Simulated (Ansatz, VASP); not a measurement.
## One calculation of Al3Ir2, two programs

INCAR

```
PREC = Accurate
ENCUT = 520
EDIFF = 1E-6
ISMEAR = 0
SIGMA = 0.1
LREAL = False
LASPH = True
NELM = 150
ALGO = Normal
ISIF = 2
LWAVE = False
LCHARG = False
ISPIN = 2
MAGMOM = 0 0 0 1 1
LORBIT = 11
LMAXMIX = 4
GGA = PE
NBANDS = 26
```

File KPOINTS:

```
regular mesh
0
Gamma
  6 6 6
```

The input POSCAR:

```
Al3Ir2
1.0
    0.0000000000      4.0288368944      5.7267412260
    2.2019929683      0.0000000000      5.7267412260
    2.2019929683      4.0288368944      0.0000000000
Al Ir
3 2
Direct
    0.3180142064      0.3180142064      0.6819857936
    0.6819857936      0.6819857936      0.3180142064
    0.0000000000      0.0000000000      0.0000000000
    0.3291202975      0.6708797025      0.3291202975
    0.6708797025      0.3291202975      0.6708797025
```

Input for Ansatz:

```yaml
crystal:
  lattice:
    - [0.0, 4.0288368944, 5.726741226]
    - [2.2019929683, 0.0, 5.726741226]
    - [2.2019929683, 4.0288368944, 0.0]
  atoms:
    - { symbol: Al, position: [0.3180142064, 0.3180142064, 0.6819857936] }
    - { symbol: Al, position: [0.6819857936, 0.6819857936, 0.3180142064] }
    - { symbol: Al, position: [0.0, 0.0, 0.0] }
    - { symbol: Ir, position: [0.3291202975, 0.6708797025, 0.3291202975], spin: 1.0 }
    - { symbol: Ir, position: [0.6708797025, 0.3291202975, 0.6708797025], spin: 1.0 }
basis:
  ecutwfc: 420
kpoints:
  mp_grid: { grid: [6, 6, 6] }
hamiltonian:
  xc: pbe
scf:
  occupations: { method: gaussian, width: 0.1 }
  lower_state_search: "off"
output:
  forces: true
  stress: true
  eigenvalues: true
  populations: true
magnetization:
  spin_polarized: true
```

Alike in both runs: task single point; functional PBE; k mesh 6 × 6 × 6; occupations gaussian, width 0.1 eV; collinear spin.

|  | VASP | Ansatz |
| --- | --- | --- |
| version | VASP 6.6.1 | Ansatz 0.2.0 |
| potentials or method | VASP PAW PBE potentials, release 64 (Al, Ir), cutoff 520 eV | scalar-relativistic, plane waves, PAW |
| valence electrons in the cell | 27 | 43 |

Ansatz gave:

* gap on the k mesh at the Fermi level (eV): none
* pressure (GPa): 0.0
* traceless stress, the component that is largest in VASP (GPa): -0.05
* rms of the force components (eV/Å): 0.007
* net moment per atom (μB): 0.00

Task: Which values does VASP return?

Result: gap on the k mesh at the Fermi level (eV): none; pressure (GPa): 0.1; traceless stress, the component that is largest in VASP (GPa): -0.12; rms of the force components (eV/Å): 0.010; net moment per atom (μB): 0.00.

Atom by atom the forces differ by 0.003 eV/Å (rms over components). A gap of «none» marks a metal or a gap that the smearing closes. With one functional, cell and mesh, what is left measures potentials, basis and numerics. VASP's potentials hold 27 valence electrons a cell and Ansatz's 43, so a difference there can come from the potentials and not from the codes. Ansatz's warnings: seeded moment not kept.

Neither program's run includes spin-orbit coupling.
